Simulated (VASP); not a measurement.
# NbAu2 (P6/mmm) in VASP: notebook

NbAu2 is run at these levels: LDA; tasks: relaxation of shape and atoms at fixed volume, relaxation of cell and atoms.

Program: VASP 6.6.1. These are calculated values, not measurements. Logs are shortened: lines on timing, memory, paths and dates and some standing lists are left out, and cuts for length are marked.

## (1) The cell of the first run

It takes space group P6/mmm (No. 191, hexagonal). The conventional cell has a = 4.619 Å, b = 4.619 Å, c = 2.729 Å, α = 90.00°, β = 90.00°, γ = 120.00°. Nb (site symmetry 6/mmm) has 2 Nb at 2.73 Å and 12 Au at 3.00 Å within 3.6 Å. Au (site symmetry -6m2) has 5 Au at 2.67 to 2.73 Å and 6 Nb at 3.00 Å within 3.5 Å.

## (2) Relaxation of shape and atoms at fixed volume, LDA (volume scaled by 1.02)

Contents of INCAR:

```
ALGO = Fast ; EDIFF = 1E-6
EDIFFG = -0.001 ; ENCUT = 600
IBRION = 2 ; ISIF = 4
ISMEAR = -1 ; LASPH = T
LCHARG = F ; LREAL = F
LWAVE = F ; NELM = 80
NSW = 80 ; PREC = Accurate
SIGMA = 0.15
```

Contents of KPOINTS:

```
k-points
0
Gamma
  12 12 16
```

Contents of POSCAR:

```
NbAu2
1.0
    4.6190036591      0.0000000000      0.0000000000
   -2.3095018296      4.0001745090      0.0000000000
    0.0000000000      0.0000000000      2.7289369167
Nb Au
1 2
Direct
    0.0000000000      0.0000000000      0.0000000000
    0.3333333333      0.6666666667      0.5000000000
    0.6666666667      0.3333333333      0.5000000000
```

Potentials or basis: VASP PAW LDA potentials, release 64 (Nb_sv, Au).

Started as:

```
cat potpaw_LDA.64/Nb_sv/POTCAR potpaw_LDA.64/Au/POTCAR > POTCAR
mpirun -np 1 vasp_std > vasp.out
```

OUTCAR:

```text
EDIFF = 1E-6
   EDIFFG = -0.001
   ENCUT = 600
   IBRION = 2
   ISIF = 4
   ISMEAR = -1
   LASPH = T
   LREAL = F
   NELM = 80
   NSW = 80
   PREC = Accurate

 ion  position               nearest neighbor table
   1  0.000  0.000  0.000-   2 3.00   3 3.00   2 3.00   3 3.00   3 3.00   3 3.00   2 3.00   2 3.00
                             3 3.00   3 3.00   2 3.00   2 3.00
   2  0.333  0.667  0.500-   3 2.67   3 2.67   3 2.67   1 3.00   1 3.00   1 3.00   1 3.00   1 3.00
                             1 3.00
   3  0.667  0.333  0.500-   2 2.67   2 2.67   2 2.67   1 3.00   1 3.00   1 3.00   1 3.00   1 3.00
                             1 3.00

  LATTYP: Found a hexagonal cell.
 ALAT       =     4.6190036591
 C/A-ratio  =     0.5908063985

  Lattice vectors:

 A1 = (   4.6190036591,   0.0000000000,   0.0000000000)
 A2 = (  -2.3095018296,   4.0001745090,   0.0000000000)
 A3 = (   0.0000000000,   0.0000000000,   2.7289369167)

Analysis of symmetry for initial positions (statically):
=====================================================================
 Subroutine PRICEL returns:
 Original cell was already a primitive cell.

 Routine SETGRP: Setting up the symmetry group for a
 hexagonal supercell.

 Subroutine GETGRP returns: Found 24 space group operations
 (whereof 24 operations were pure point group operations)
 out of a pool of 24 trial point group operations.

The static configuration has the point symmetry D_6h.

Analysis of symmetry for dynamics (positions and initial velocities):
=====================================================================
 Subroutine PRICEL returns:
 Original cell was already a primitive cell.

 Routine SETGRP: Setting up the symmetry group for a
 hexagonal supercell.

 Subroutine GETGRP returns: Found 24 space group operations
 (whereof 24 operations were pure point group operations)
 out of a pool of 24 trial point group operations.

The dynamic configuration has the point symmetry D_6h.

 Subroutine INISYM returns: Found 24 space group operations
 (whereof 24 operations are pure point group operations),
 and found     1 'primitive' translations

----------------------------------------------------------------------------------------

                                     Primitive cell

  volume of cell :      50.4221

  direct lattice vectors                    reciprocal lattice vectors
     4.619003659  0.000000000  0.000000000     0.216496906  0.124994547  0.000000000
    -2.309501830  4.000174509  0.000000000     0.000000000  0.249989094  0.000000000
     0.000000000  0.000000000  2.728936917     0.000000000  0.000000000  0.366443062

  length of vectors
     4.619003659  4.619003659  2.728936917     0.249989094  0.249989094  0.366443062

  position of ions in fractional coordinates (direct lattice)
     0.000000000  0.000000000  0.000000000
     0.333333333  0.666666667  0.500000000
     0.666666667  0.333333333  0.500000000

  ion indices of the primitive-cell ions
   primitive index   ion index
                 1           1
                 2           2
                 3           3

----------------------------------------------------------------------------------------

 KPOINTS: k-points

Automatic generation of k-mesh.
 Grid dimensions read from file:
 generate k-points for:   12   12   16

 Generating k-lattice:

  Cartesian coordinates                     Fractional coordinates (reciprocal lattice)
     0.018041409  0.010416212  0.000000000     0.083333333  0.000000000  0.000000000
     0.000000000  0.020832424  0.000000000     0.000000000  0.083333333  0.000000000
     0.000000000  0.000000000  0.022902691     0.000000000  0.000000000  0.062500000

  Length of vectors
     0.020832424  0.020832424  0.022902691

  Shift w.r.t. Gamma in fractional coordinates (k-lattice)
     0.000000000  0.000000000  0.000000000

 Subroutine IBZKPT returns following result:
 ===========================================

 Found    171 irreducible k-points:

 Following reciprocal coordinates:
            Coordinates               Weight
  0.000000  0.000000  0.000000      1.000000
  0.083333  0.000000  0.000000      6.000000
  0.166667  0.000000  0.000000      6.000000
  0.250000  0.000000  0.000000      6.000000
  0.333333  0.000000  0.000000      6.000000
  0.416667  0.000000  0.000000      6.000000
[... 16 lines left out ...]
  0.250000  0.000000  0.062500     12.000000
  0.333333  0.000000  0.062500     12.000000
 [... further k-points ...]
   k-points           NKPTS =    171   k-points in BZ     NKDIM =    171   number of bands    NBANDS=     21
   number of dos      NEDOS =    301   number of ions     NIONS =      3
   total plane-waves  NPLWV =  38400
   dimension x,y,z NGX =    40 NGY =   40 NGZ =   24
   dimension x,y,z NGXF=    80 NGYF=   80 NGZF=   48
   ions per type =               1   2
   NGX,Y,Z   is equivalent  to a cutoff of  14.40, 14.40, 14.62 a.u.
[... 24 lines left out ...]
   EMIN   =  10.00;   EMAX   =-10.00  energy-range for DOS
   EFERMI =   0.00;   METHOD = LEGACY
   ISMEAR =    -1;   SIGMA  =   0.15  broadening in eV -4-tet -1-fermi 0-gaus
   EFERMI_NEDOS =   21; number of points for ismear=-14 and -15
   IALGO  =     68    algorithm
   IMIX   =      4    mixing-type and parameters
     AMIX     =   0.40;   BMIX     =  1.00
     AMIX_MAG =   1.60;   BMIX_MAG =  1.00
  volume/ion in A,a.u.               =      16.81       113.42
  Fermi-wavevector in a.u.,A,eV,Ry     =   1.449519  2.739194 28.587276  2.101106
  Thomas-Fermi vector in A             =   2.567236
   LORBIT       =      0    0 simple, 1 ext, 2 COOP (PROOUT), +10 PAW based schemes
   GGA     = CA    functional components
   LHFCALC =     F    Hartree Fock is set to
   AEXX    =    0.0000 exact exchange contribution
   IVDW    =     0    specifies the selected vdW correction
   LEPSILON=     F    determine dielectric tensor
   LRPA    =     F    only Hartree local field effects (RPA)
 conjugate gradient relaxation of ions
 non-spin polarized calculation
 RMM-DIIS sequential band-by-band and
  energy-cutoff  :      600.00
  volume of cell :       50.42
 maximum number of plane-waves:      1698
 NGX is ok and might be reduce to    40
   NGX = 19   NGY = 19   NGZ = 11

--------------------------------------- Ionic step        1  -------------------------------------------

 number of electron      35.0000000 magnetization

 Free energy of the ion-electron system (eV)
  ---------------------------------------------------
  ext. energy  EPLUGINS =         0.00000000
  ---------------------------------------------------
  free energy    TOTEN  =       -20.81013713 eV

  energy without entropy =      -20.72793198  energy(sigma->0) =      -20.76903456

------------------------ aborting loop because EDIFF is reached ----------------------------------------

  FORCE on cell =-STRESS in cart. coord.  units (eV):
  Direction    XX          YY          ZZ          XY          YZ          ZX
  --------------------------------------------------------------------------------------
  -------------------------------------------------------------------------------------
  Total       -1.1756766     -1.1756766     -1.2189428      0.0000000      0.0000000      0.0000000
  in kB      -37.3574918    -37.3574918    -38.7322880      0.0000000      0.0000000      0.0000000
  external PRESSURE =     -37.8157572 kB  Pullay stress =       0.0000000 kB
[... 92 lines left out ...]
  FREE ENERGIE OF THE ION-ELECTRON SYSTEM (eV)
  ---------------------------------------------------
  free  energy   TOTEN  =       -20.8101466419 eV

  energy  without entropy=      -20.7279836733  energy(sigma->0) =      -20.76906516

[... ionic steps 4 to 8 ...]

--------------------------------------- Ionic step        9  -------------------------------------------

 number of electron      35.0000000 magnetization

------------------------ aborting loop because EDIFF is reached ----------------------------------------

  FORCE on cell =-STRESS in cart. coord.  units (eV):
  Direction    XX          YY          ZZ          XY          YZ          ZX
  --------------------------------------------------------------------------------------
  -------------------------------------------------------------------------------------
  Total       -1.1911035     -1.1911035     -1.1975468      0.0000000      0.0000000      0.0000000
  in kB      -37.8476867    -37.8476867    -38.0524244      0.0000000      0.0000000      0.0000000
  external PRESSURE =     -37.9159326 kB  Pullay stress =       0.0000000 kB
[... 59 lines left out ...]
  energy  without entropy=      -20.7279857407  energy(sigma->0) =      -20.76906629

--------------------------------------- Ionic step       11  -------------------------------------------

 number of electron      35.0000000 magnetization

 Free energy of the ion-electron system (eV)
  ---------------------------------------------------
  ext. energy  EPLUGINS =         0.00000000
  ---------------------------------------------------
  free energy    TOTEN  =       -20.81014673 eV

  energy without entropy =      -20.72798459  energy(sigma->0) =      -20.76906566

 E-fermi :  11.1393     XC(G=0): -13.0834

 val. band max:       11.0860477198   @ k =   0.3333   0.1667   0.4375
 cond. band min:      11.1446888617   @ k =   0.4167   0.1667   0.4375
 fundamental gap:      0.0586411419
 Fermi energy:        11.1393204645

 k-point     1 :       0.0000    0.0000    0.0000
  band No.  band energies     occupation
      1     -44.1419      2.00000
      2     -20.4348      2.00000
      3     -20.4348      2.00000
      4     -19.4636      2.00000
      5       1.2819      2.00000
      6       3.7247      2.00000
[... 550 lines left out ...]
      5       2.5541      2.00000
      6       3.8382      2.00000
[... 13 lines left out ...]
     20      13.0128      0.00001
     21      13.6060      0.00000

 [... further k-points ...]

------------------------ aborting loop because EDIFF is reached ----------------------------------------

  FORCE on cell =-STRESS in cart. coord.  units (eV):
  Direction    XX          YY          ZZ          XY          YZ          ZX
  --------------------------------------------------------------------------------------
  -------------------------------------------------------------------------------------
  Total       -1.1934200     -1.1934200     -1.1930361      0.0000000     -0.0000000      0.0000000
  in kB      -37.9212953    -37.9212953    -37.9090949      0.0000000     -0.0000000      0.0000000
  external PRESSURE =     -37.9172285 kB  Pullay stress =       0.0000000 kB
[... 18 lines left out ...]
  FREE ENERGIE OF THE ION-ELECTRON SYSTEM (eV)
  ---------------------------------------------------
  free  energy   TOTEN  =       -20.8101467347 eV

  energy  without entropy=      -20.7279845882  energy(sigma->0) =      -20.76906566

 reached required accuracy - stopping structural energy minimisation
```

It took 8.4 min on 1 thread of Intel Xeon 6975P-C (Granite Rapids), shared host; peak memory 0.34 GiB.

What came out:

| Item | Value |
| --- | --- |
| Free energy | -20.8101 eV |
| Energy gained by relaxing | 0.0 meV/atom |
| Ionic steps | 11 |
| Pressure after relaxing | -3.8 GPa |

Final structure:
```cif
data_structure
_symmetry_space_group_name_H-M 'P 1'
_symmetry_Int_Tables_number 1
_cell_length_a 4.6197
_cell_length_b 4.6197
_cell_length_c 2.7281
_cell_angle_alpha 90.000
_cell_angle_beta 90.000
_cell_angle_gamma 120.000
_cell_volume 50.42
loop_
_atom_site_label
_atom_site_type_symbol
_atom_site_fract_x
_atom_site_fract_y
_atom_site_fract_z
_atom_site_occupancy
Nb1 Nb 0.00000 0.00000 0.00000 1
Au1 Au 0.33333 0.66667 0.50000 1
Au2 Au 0.66667 0.33333 0.50000 1
```

Caveat: the cell differs from its parent crystal (volume scaled by 1.02); spin-orbit coupling is left out, which moves the levels of the heavy elements.

## (3) Relaxation of cell and atoms, LDA

This run uses another cell than the first one, of 16.46 Å³/atom, 0.980 times its volume.

Contents of INCAR:

```
SYSTEM = NbAu2
PREC = Accurate ; ENCUT = 600
EDIFF = 1E-6 ; ISMEAR = -1
SIGMA = 0.15 ; LREAL = .FALSE.
LASPH = .TRUE. ; NELM = 80
ALGO = Fast ; ISIF = 3
LWAVE = .FALSE. ; LCHARG = .FALSE.
GGA = CA ; IBRION = 2
NSW = 80 ; EDIFFG = -0.001
```

Contents of KPOINTS:

```
Automatic mesh
0
G
  12 12 16
  0 0 0
```

Contents of POSCAR:

```
NbAu2
1.0
    4.5883427358      0.0000000000      0.0000000000
   -2.2941713679      3.9736213705      0.0000000000
    0.0000000000      0.0000000000      2.7088551041
Nb Au
1 2
Direct
    0.0000000000      0.0000000000      0.0000000000
    0.3333333333      0.6666666667      0.5000000000
    0.6666666667      0.3333333333      0.5000000000
```

Potentials or basis: VASP PAW LDA potentials, release 64 (Nb_sv, Au).

Started as:

```
cat potpaw_LDA.64/Nb_sv/POTCAR potpaw_LDA.64/Au/POTCAR > POTCAR
mpirun -np 1 vasp_std > vasp.out
```

Run time: 18 min. Hardware: 1 thread of Intel Xeon 6975P-C (Granite Rapids), shared host; peak memory 0.34 GiB.

It converged, with:

- Free energy: -20.8207 eV
- Relaxed volume: 16.50 Å³/atom
- Relaxed cell: a = 4.592 Å, b = 4.592 Å, c = 2.712 Å, α = 90.00°, β = 90.00°, γ = 120.00°
- Space group after relaxing (to 0.05 Å): P6/mmm (No. 191)
- Energy gained by relaxing: 0.1 meV/atom
- Ionic steps: 43
- Pressure after relaxing: 0.0 GPa

The path:
```
step  energy change (eV)  largest force (eV/Å)  pressure (GPa)  volume (Å³)
   1              0.0000                0.0000            0.57        49.39
   3             -0.0002                0.0000           -0.02        49.52
   5             -0.0002                0.0000            0.04        49.51
   7             -0.0002                0.0000            0.03        49.51
   9             -0.0002                0.0000           -0.03        49.53
  11             -0.0002                0.0000           -0.01        49.52
  13             -0.0002                0.0000            0.01        49.52
  15             -0.0002                0.0000            0.02        49.52
  17             -0.0002                0.0000           -0.01        49.52
  19             -0.0002                0.0000           -0.01        49.52
  21             -0.0002                0.0000            0.00        49.52
  23             -0.0002                0.0000            0.01        49.52
  25             -0.0002                0.0000           -0.01        49.52
  27             -0.0002                0.0000            0.00        49.52
  29             -0.0002                0.0000           -0.01        49.52
  31             -0.0002                0.0000            0.04        49.51
  33             -0.0002                0.0000            0.02        49.52
  35             -0.0002                0.0000            0.02        49.52
  37             -0.0002                0.0000           -0.04        49.53
  39             -0.0002                0.0000           -0.03        49.52
  41             -0.0002                0.0000           -0.01        49.52
  43             -0.0002                0.0000           -0.01        49.51
```

Final structure:
```
CELL_PARAMETERS angstrom
4.59168 0.00000 0.00000
-2.29584 3.97651 0.00000
0.00000 0.00000 2.71176
ATOMIC_POSITIONS crystal
Nb 0.00000 0.00000 0.00000
Au 0.33333 0.66667 0.50000
Au 0.66667 0.33333 0.50000
```

Levels at points of the mesh, in eV from the Fermi level:
| k point | band 15 | band 16 | band 17 | band 18 | band 19 | band 20 | band 21 |
| --- | --- | --- | --- | --- | --- | --- | --- |
| (0.00, 0.00, 0.00) | -3.40 | -2.44 | -2.26 | -2.26 | 2.87 | 2.87 | 2.87 |
| (0.50, 0.00, 0.00) | -3.11 | -2.85 | -2.31 | -0.71 | 0.60 | 0.74 | 2.52 |
| (0.00, 0.00, 0.50) | -1.85 | 0.17 | 0.17 | 0.48 | 1.76 | 1.76 | 5.60 |
| (0.50, 0.00, 0.50) | -2.51 | -1.02 | -1.00 | 0.45 | 0.98 | 1.30 | 2.69 |

Caveat: spin-orbit coupling is left out, which moves the levels of the heavy elements.

## (4) Relaxation of cell and atoms, LDA, target pressure 3 GPa, at which the enthalpy is minimised

This run uses another cell than the first one, of 16.48 Å³/atom, 0.980 times its volume.

Contents of INCAR:

```
  PREC = Accurate
  ENCUT = 600
  EDIFF = 1E-6
  ISMEAR = -1
  SIGMA = 0.15
  LREAL = F
  LASPH = T
  NELM = 100
  ALGO = Fast
  ISIF = 3
  LWAVE = F
  LCHARG = F
  GGA = CA
  IBRION = 2
  NSW = 80
  EDIFFG = -0.001
  PSTRESS = 30.0
```

Contents of KPOINTS:

```
regular mesh
0
Gamma
  12 12 16
```

Contents of POSCAR:

```
NbAu2
1.0
    4.5886145974      0.0000000000      0.0000000000
   -2.2943072987      3.9738568095      0.0000000000
    0.0000000000      0.0000000000      2.7109828645
Nb Au
1 2
Direct
    0.0000000000      0.0000000000      0.0000000000
    0.3333333333      0.6666666667      0.5000000000
    0.6666666667      0.3333333333      0.5000000000
```

Started as:

```
cat potpaw_LDA.64/Nb_sv/POTCAR potpaw_LDA.64/Au/POTCAR > POTCAR
mpirun -np 1 vasp_std > vasp.out
```

Run time: 9.8 min. Hardware: 1 thread of Intel Xeon 6975P-C (Granite Rapids), shared host; peak memory 0.34 GiB.

The run converged. Its results:

| Quantity | Value |
| --- | --- |
| Free energy | -20.8147 eV |
| Relaxed volume | 16.29 Å³/atom |
| Relaxed cell | a = 4.572 Å, b = 4.572 Å, c = 2.700 Å, α = 90.00°, β = 90.00°, γ = 120.00° |
| Space group after relaxing (to 0.05 Å) | P6/mmm (No. 191) |
| Energy change on relaxing (the enthalpy is what falls) | +2.0 meV/atom |
| Ionic steps | 8 |
| Pressure after relaxing | 3.0 GPa |

The path:
```tsv
step	energy change (eV)	largest force (eV/Å)	pressure (GPa)	volume (Å³)
1	0.0000	0.0000	0.41	49.43
2	0.0585	0.0000	9.84	47.55
3	0.0057	0.0000	2.96	48.88
4	0.0059	0.0000	2.99	48.87
5	0.0061	0.0000	3.03	48.86
6	0.0057	0.0000	2.97	48.88
7	0.0058	0.0000	2.98	48.87
8	0.0059	0.0000	2.99	48.87
```

Final structure:
```
Nb Au
1.0
     4.57154    0.00000    0.00000
    -2.28577    3.95907    0.00000
     0.00000    0.00000    2.70014
Nb Au
1 2
Direct
  0.00000 0.00000 0.00000
  0.33333 0.66667 0.50000
  0.66667 0.33333 0.50000
```

Levels at points of the mesh, in eV from the Fermi level:
| k point | band 14 | band 15 | band 16 | band 17 | band 18 | band 19 | band 20 | band 21 |
| --- | --- | --- | --- | --- | --- | --- | --- | --- |
| (0.00, 0.00, 0.00) | -3.43 | -3.43 | -2.48 | -2.31 | -2.31 | 2.92 | 2.92 | 2.93 |
| (0.50, 0.00, 0.00) | -3.62 | -3.14 | -2.87 | -2.35 | -0.73 | 0.61 | 0.76 | 2.55 |
| (0.00, 0.00, 0.50) | -3.59 | -1.84 | 0.18 | 0.18 | 0.52 | 1.79 | 1.79 | 5.62 |
| (0.50, 0.00, 0.50) | -3.24 | -2.56 | -1.04 | -1.02 | 0.43 | 1.01 | 1.32 | 2.74 |

Caveat: the cell is relaxed towards a set pressure, so the enthalpy falls and the energy may rise; spin-orbit coupling is left out, which moves the levels of the heavy elements. LDA usually gives volumes a few per cent too small.

## (5) The runs side by side

```tsv
task	cell	gap on the mesh (eV)	pressure (GPa)
relaxation of shape and atoms at fixed volume	relaxed from a = 4.619, b = 4.619, c = 2.729 Å, angles 90.0, 90.0, 120.0°, 3 atoms	none	-3.8
relaxation of cell and atoms	relaxed from a = 4.588, b = 4.588, c = 2.709 Å, angles 90.0, 90.0, 120.0°, 3 atoms	none	0.0
relaxation of cell and atoms	relaxed to 3 GPa from a = 4.589, b = 4.589, c = 2.711 Å, angles 90.0, 90.0, 120.0°, 3 atoms	none	3.0
```

Alike in all rows: level LDA; potentials or basis VASP PAW LDA potentials, release 64 (Nb_sv, Au); no spin polarisation; k mesh 12 × 12 × 16; cutoff (eV) 600; smearing fermi-dirac 0.15 eV.

Caveats: spin-orbit coupling is left out, which moves the levels of the heavy elements; the cell is relaxed towards a set pressure, so the enthalpy falls and the energy may rise (some runs).

Absolute energies hang on the potentials; compare differences alone.
